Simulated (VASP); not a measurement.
Write the native input for VASP 6.6.1 that does the following.

```yaml
Task: relaxation of cell and atoms
Functional: LDA
Potentials_or_basis: VASP PAW LDA potentials, release 64 (Te, As)
Cutoff: 500 eV
k_mesh: 14 × 14 × 14
Occupations: fermi-dirac, width 0.02 eV
Spin: no spin polarisation
Dipole_correction: no
Further_INCAR_settings: ALGO = Normal; EDIFF = 1e-07; IBRION = 2; EDIFFG = -0.03; NSW = 80; ISIF = 3
```

The structure of TeAs lies in POSCAR:

```
TeAs
1.0
    0.0000000000      2.9700000000      2.9700000000
    2.9700000000      0.0000000000      2.9700000000
    2.9700000000      2.9700000000      0.0000000000
Te As
1 1
Direct
    0.0000000000      0.0000000000      0.0000000000
    0.5000000000      0.5000000000      0.5000000000
```

The input as run:

INCAR

```
SYSTEM = TeAs
PREC = Accurate
ENCUT = 500
EDIFF = 1E-7
ISMEAR = -1
SIGMA = 0.02
LREAL = .FALSE.
LASPH = .TRUE.
NELM = 120
ALGO = Normal
ISIF = 3
LWAVE = .FALSE.
LCHARG = .FALSE.
IBRION = 2
NSW = 80
EDIFFG = -0.03
GGA_COMPAT = .FALSE.
NELMIN = 4
```

KPOINTS

```
Automatic mesh
0
G
  14 14 14
  0 0 0
```

Potentials or basis: VASP PAW LDA potentials, release 64 (Te, As).

Command:

```bash
$ cat potpaw_LDA.64/Te/POTCAR potpaw_LDA.64/As/POTCAR > POTCAR
$ mpirun -np 1 vasp_std > vasp.out
```

Results of the run:

```yaml
Relaxed_volume: 24.56 Å³/atom
Relaxed_cell: a = 4.111 Å, b = 4.111 Å, c = 4.111 Å, α = 60.00°, β = 60.00°, γ = 60.00°
Space_group_after_relaxing_to_0.1_Å: Fm-3m (No. 225)
Energy_gained_by_relaxing: 22.6 meV/atom
Ionic_steps: 3
Pressure_after_relaxing: 0.0 GPa
Band_gap_on_the_k_mesh: zero (an odd number of electrons rules out a gap without spin polarisation)
```

Caveat: spin-orbit coupling is left out, which moves the levels of the heavy elements.

Run time: 28 s on 1 thread of Intel(R) Xeon(R) 6975P-C (Granite Rapids), with other jobs on the host, peak memory 0.2 GiB.
